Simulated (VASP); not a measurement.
The system is Co.

```
CELL_PARAMETERS angstrom
2.51900 0.00000 0.00000
-1.25950 2.18152 0.00000
0.00000 0.00000 4.09100
ATOMIC_POSITIONS crystal
Co 0.33333 0.66667 0.25000
Co 0.66667 0.33333 0.75000
```

Program: VASP 6.6.1. Alike in all runs: spin collinear, ferromagnetic start; cell as given; k mesh 19 × 19 × 10; cutoff (eV) 520; smearing fermi-dirac 0.08 eV.

**Question.** Order these runs on this cell by their pressure, lowest first.
A. level LDA; potentials or basis VASP PAW LDA potentials, release 64 (Co)
B. level PBE; potentials or basis VASP PAW PBE potentials, release 64 (Co)
C. level PBEsol; potentials or basis VASP PAW PBE potentials, release 64 (Co)

**Answer.** A (-24.4 GPa), C (-16.5 GPa), B (-7.2 GPa).

Caveats: the PAW data sets were made with another functional, which shifts forces and pressure a little (some runs).
